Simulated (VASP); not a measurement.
Mg: single point with r2SCANh

The system is Mg.

```
Mg
1.0
    -1.77276    1.77276    1.77276
     1.77276   -1.77276    1.77276
     1.77276    1.77276   -1.77276
Mg
1
Cartesian
  0.0000 0.0000 0.0000
```

This isn't the form of Mg at room conditions, which is hcp.

```json
{
 "Program": "VASP 6.6.1",
 "Task": "single point",
 "Functional": "r2SCANh",
 "Potentials or basis": "VASP PAW PBE potentials, release 64 (Mg)",
 "Cutoff": "520 eV",
 "k mesh": "8 × 8 × 8, shifted",
 "Occupations": "methfessel-paxton, width 0.05 eV",
 "Spin": "no spin polarisation",
 "Dipole correction": "no",
 "Grid for exact exchange (PRECFOCK)": "Normal",
 "Further INCAR settings": "ALGO = Normal; EDIFF = 1e-06; NBANDS = 7",
 "Share of exact exchange": "0.1"
}
```

| Item | Value |
| --- | --- |
| Pressure | 0.3 GPa |
| Band gap on the k mesh | zero (bands 1 and 2 overlap by 3.20 eV) |

Levels at points of the mesh, in eV from the Fermi level:
| k point | band 1 | band 2 | band 3 | band 4 | band 5 | band 6 |
| --- | --- | --- | --- | --- | --- | --- |
| (0.06, 0.06, 0.06) | -7.32 | 11.04 | 11.04 | 12.11 | 16.30 | 16.30 |

Wall time 5.8 min on 1 thread of Intel(R) Xeon(R) Platinum 8259CL CPU @ 2.50GHz (Skylake/Cascade Lake), with other jobs on the host, peak memory 0.17 GiB.

Caveat: the PAW data sets were made with another functional, which shifts forces and pressure a little.
